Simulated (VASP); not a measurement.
A run of VASP 6.6.1 is set up as follows.

INCAR

```
ALGO = Normal
EDIFF = 1E-7
ENCUT = 520
GGA = PS
ISIF = 2
ISMEAR = 0
LASPH = T
LCHARG = F
LREAL = F
LWAVE = F
NBANDS = 25
NELM = 100
PREC = Accurate
SIGMA = 0.02
```

Contents of KPOINTS:

```
Automatic mesh
0
Gamma
  6 6 6
  0.5 0.5 0.5
```

File POSCAR:

```
SiO2
1.0
   -2.3740500000      2.3740500000      3.7440000000
    2.3740500000     -2.3740500000      3.7440000000
    2.3740500000      2.3740500000     -3.7440000000
Si O
2 4
Direct
    0.0000000000      0.0000000000      0.0000000000
    0.7500000000      0.2500000000      0.5000000000
    0.9983800000      0.6250000000      0.8733800000
    0.3750000000      0.2483800000      0.3733800000
    0.7516200000      0.1250000000      0.1266200000
    0.8750000000      0.0016200000      0.6266200000
```

Potentials or basis: VASP PAW PBE potentials, release 64 (Si, O).

Run with:

```bash
$ cat potpaw_PBE.64/Si/POTCAR potpaw_PBE.64/O/POTCAR > POTCAR
$ mpirun -np 1 vasp_std > vasp.out
```

**Question.** What does it give for the largest force?

**Answer.** 0.026 eV/Å.

**Question.** What does it give for the band gap on the k mesh?

**Answer.** 6.13 eV, direct.

Forces in eV/Å, atoms in the order of the input:
```
Si   0.000  0.000  0.000
Si   0.000  0.000  0.000
O    0.000  0.026  0.000
O    0.026  0.000  0.000
O    0.000 -0.026  0.000
O   -0.026  0.000  0.000
```

Caveat: the PAW data sets were made with another functional, which shifts forces and pressure a little. A k mesh can miss the band edges.
